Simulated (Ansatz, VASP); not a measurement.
# Re: VASP beside Ansatz

Contents of INCAR:

```
SYSTEM = Re
  PREC = Accurate
  ENCUT = 520
  EDIFF = 1E-6
  ISMEAR = -1
  SIGMA = 0.08
  LREAL = .False.
  LASPH = .True.
  NELM = 60
  ALGO = Normal
  ISIF = 2
  LWAVE = .False.
  LCHARG = .False.
  NBANDS = 14
```

File KPOINTS:

```
regular mesh
0
Gamma
  18 18 10
  0 0 0
```

The input POSCAR:

```
Re
1.0
    2.4092193053      0.0000000000      0.0000000000
   -1.2046096526      2.0864451217      0.0000000000
    0.0000000000      0.0000000000      3.8783041766
Re
2
Direct
    0.3333333333      0.6666666667      0.2500000000
    0.6666666667      0.3333333333      0.7500000000
```

Input for Ansatz:

```yaml
crystal:
  lattice:
    - [2.4092193053, 0.0, 0.0]
    - [-1.2046096526, 2.0864451217, 0.0]
    - [0.0, 0.0, 3.8783041766]
  atoms:
    - { symbol: Re, position: [0.3333333333, 0.6666666667, 0.25] }
    - { symbol: Re, position: [0.6666666667, 0.3333333333, 0.75] }
kpoints:
  mp_grid: { grid: [18, 18, 10] }
scf:
  occupations: { method: fermi_dirac, width: 0.08 }
hamiltonian:
  xc: lda
  pseudopotentials: { kind: all_electron, lapw: { basis_error: 0.001 } }
output:
  forces: true
  stress: true
  eigenvalues: true
  populations: true
```

Change from the starting cell: volume scaled by 0.68, LAPW.

Alike in both runs: task single point; functional LDA; k mesh 18 × 18 × 10; occupations fermi-dirac, width 0.08 eV; no spin polarisation.

|  | VASP | Ansatz |
| --- | --- | --- |
| version | VASP 6.6.1 | Ansatz 0.2.0 |
| potentials or method | VASP PAW LDA potentials, release 64 (Re), cutoff 520 eV | all-electron LAPW, scalar-relativistic |

|  | VASP | Ansatz | Ansatz less VASP |
| --- | --- | --- | --- |
| pressure (GPa) | 366.0 | 349.0 | -16.97 |
| traceless stress, the component that is largest in VASP (GPa) | -0.92 | -0.06 | +0.860 |

LDA's correlation is that of Perdew and Zunger in VASP and of Perdew and Wang (1992) in Ansatz. Both programs put the cell under a high pressure, so it lies far from rest at this level. Ansatz ran all-electron here, and VASP with PAW potentials.

Neither program's run includes spin-orbit coupling. Noted on VASP's run: the cell as given lies far from equilibrium.
